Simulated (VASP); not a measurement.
Wanted: the native input for a VASP 6.6.1 run.

```yaml
Task: single point
Functional: PBE
Potentials_or_basis: VASP PAW PBE potentials, release 64 (Zn)
Cutoff: 500 eV
k_mesh: 18 × 18 × 18
Occupations: gaussian, width 0.1 eV
Spin: no spin polarisation
Dipole_correction: no
Further_INCAR_settings: ALGO = Normal; EDIFF = 1e-06; NBANDS = 12
```

The structure of Zn lies in POSCAR:

```
Zn
1.0
    0.0000000000      2.1214304476      2.1214304476
    2.1214304476      0.0000000000      2.1214304476
    2.1214304476      2.1214304476      0.0000000000
Zn
1
Direct
    0.0000000000      0.0000000000      0.0000000000
```

This isn't the form of Zn at room conditions, which is hcp.

This cell differs from its parent crystal: Mg replaced by Zn, lengths x 0.919, strained.

The input as run:

INCAR

```
SYSTEM = Zn
  ALGO = Normal
  EDIFF = 1E-6
  ENCUT = 500
  GGA = PE
  GGA_COMPAT = .FALSE.
  ISIF = 2
  ISMEAR = 0
  LASPH = .TRUE.
  LCHARG = .FALSE.
  LREAL = .FALSE.
  LWAVE = .FALSE.
  NBANDS = 12
  NELM = 120
  PREC = Accurate
  SIGMA = 0.1
```

KPOINTS

```
k-points
0
G
  18 18 18
  0 0 0
```

Potentials or basis: VASP PAW PBE potentials, release 64 (Zn).

Launch:

```bash
$ cat potpaw_PBE.64/Zn/POTCAR > POTCAR
$ mpirun -np 1 vasp_std > vasp.out
```

Results of the run:

```json
{"Pressure": "-8.4 GPa", "Band gap on the k mesh": "zero (bands 6 and 7 overlap by 3.33 eV)"}
```

Caveat: the cell differs from its parent crystal (Mg replaced by Zn, lengths x 0.919, strained); the cell stands under tension.

It took 48 s on 1 thread of AMD EPYC 7R43 64-Core Processor (Zen 3), with other jobs on the host, peak memory 0.13 GiB.
